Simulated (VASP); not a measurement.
Write the native input for VASP 6.6.1 that does the following.

* Task: relaxation of the atoms
* Functional: PBEsol
* Potentials or basis: VASP PAW PBE potentials, release 64 (Al, N)
* Cutoff: 520 eV
* k mesh: 9 × 6 × 1
* Occupations: gaussian, width 0.05 eV
* Spin: no spin polarisation
* Dipole correction: yes
* Further INCAR settings: LREAL = Auto; ALGO = Normal; EDIFF = 1e-07; IBRION = 2; EDIFFG = -0.02; NSW = 80

The structure of AlN lies in POSCAR:

```
AlN
1.0
    3.1138126630      0.0000000000      0.0000000000
    0.0000000000      4.9833864622      0.0000000000
    0.0000000000      0.0000000000     26.6854437649
Al N
10 10
Direct
    0.0000000000      0.0009968572      0.2810520996
    0.5000000000      0.5009968572      0.3147363920
    0.5000000000      0.0009968572      0.3821049767
    0.0000000000      0.5009968572      0.4157892691
    0.0000000000      0.0009968572      0.4831578538
    0.5000000000      0.5009968572      0.5168421462
    0.5000000000      0.0009968572      0.5842107309
    0.0000000000      0.5009968572      0.6178950233
    0.0000000000      0.0009968572      0.6852636080
    0.5000000000      0.5009968572      0.7189479004
    0.0000000000      0.6190031428      0.2810520996
    0.5000000000      0.1190031428      0.3147363920
    0.5000000000      0.6190031428      0.3821049767
    0.0000000000      0.1190031428      0.4157892691
    0.0000000000      0.6190031428      0.4831578538
    0.5000000000      0.1190031428      0.5168421462
    0.5000000000      0.6190031428      0.5842107309
    0.0000000000      0.1190031428      0.6178950233
    0.0000000000      0.6190031428      0.6852636080
    0.5000000000      0.1190031428      0.7189479004
```

The input as run:

INCAR

```
ALGO = Normal
DIPOL = 0.5 0.5 0.500
EDIFF = 1E-7
EDIFFG = -0.02
ENCUT = 520
GGA = PS
IBRION = 2
IDIPOL = 3
ISIF = 2
ISMEAR = 0
KPAR = 4
LASPH = T
LCHARG = F
LDIPOL = T
LREAL = Auto
LWAVE = F
NELM = 80
NSW = 80
PREC = Accurate
SIGMA = 0.05
```

KPOINTS

```
k-points
0
Gamma
  9 6 1
```

Potentials or basis: VASP PAW PBE potentials, release 64 (Al, N).

Run with:

```sh
$ cat potpaw_PBE.64/Al/POTCAR potpaw_PBE.64/N/POTCAR > POTCAR
$ mpirun -np 4 vasp_std > vasp.out
```

Results of the run:

```
Energy gained by relaxing    : 49.3 meV/atom
Ionic steps                  : 23
Largest force after relaxing : 0.017 eV/Å
Band gap on the k mesh       : 2.74 eV (least direct gap 2.85 eV)
```

Caveat: the PAW data sets were made with another functional, which shifts forces and pressure a little.

Run time: 35 min on 4 MPI ranks on Intel(R) Xeon(R) Platinum 8488C (Sapphire Rapids) (shared host), peak memory 0.64 GiB a rank.
